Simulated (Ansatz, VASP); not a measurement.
CsI in VASP and in Ansatz

File INCAR:

```
SYSTEM = CsI
PREC = Accurate ; ENCUT = 500
EDIFF = 1E-6 ; ISMEAR = 0
SIGMA = 0.05 ; LREAL = .False.
LASPH = .True. ; NELM = 120
ALGO = Normal ; ISIF = 2
LWAVE = .False. ; LCHARG = .False.
GGA = PE ; NBANDS = 15
GGA_COMPAT = .False.
```

Contents of KPOINTS:

```
Automatic mesh
0
Gamma
  8 8 8
  0 0 0
```

POSCAR

```
CsI
1.0
    4.6963653964      0.0000000000      0.0000000000
    0.0000000000      4.6963653964      0.0000000000
    0.0000000000      0.0000000000      4.6963653964
Cs I
1 1
Direct
    0.0000000000      0.0000000000      0.0000000000
    0.5000000000      0.5000000000      0.5000000000
```

Input for Ansatz:

```yaml
crystal:
  lattice:
    - [4.6963653964, 0.0, 0.0]
    - [0.0, 4.6963653964, 0.0]
    - [0.0, 0.0, 4.6963653964]
  atoms:
    - { symbol: Cs, position: [0.0, 0.0, 0.0] }
    - { symbol: I, position: [0.5, 0.5, 0.5] }
basis:
  ecutwfc: 420
  ecutrho_ratio: 4
kpoints:
  mp_grid: { grid: [8, 8, 8] }
hamiltonian:
  xc: pbe
scf:
  occupations: { method: gaussian, width: 0.05 }
output:
  forces: true
  stress: true
  eigenvalues: true
```

Alike in both runs: task single point; functional PBE; k mesh 8 × 8 × 8; occupations gaussian, width 0.05 eV; no spin polarisation.

|  | VASP | Ansatz |
| --- | --- | --- |
| version | VASP 6.6.1 | Ansatz 0.2.0 |
| potentials or method | VASP PAW PBE potentials, release 64 (Cs_sv, I), cutoff 500 eV | scalar-relativistic, plane waves, PAW |
| valence electrons in the cell | 16 | 26 |

|  | VASP | Ansatz | Ansatz less VASP |
| --- | --- | --- | --- |
| gap on the k mesh at the Fermi level (eV) | 3.62 | 3.63 | +0.011 |
| least direct gap on the mesh (eV) | 3.72 | 3.73 | +0.008 |
| pressure (GPa) | -0.2 | -0.2 | -0.02 |

With one functional, cell and mesh, what is left measures potentials, basis and numerics. VASP's potentials hold 16 valence electrons a cell and Ansatz's 26, so a difference there can come from the potentials and not from the codes.

Spin-orbit coupling is off throughout.
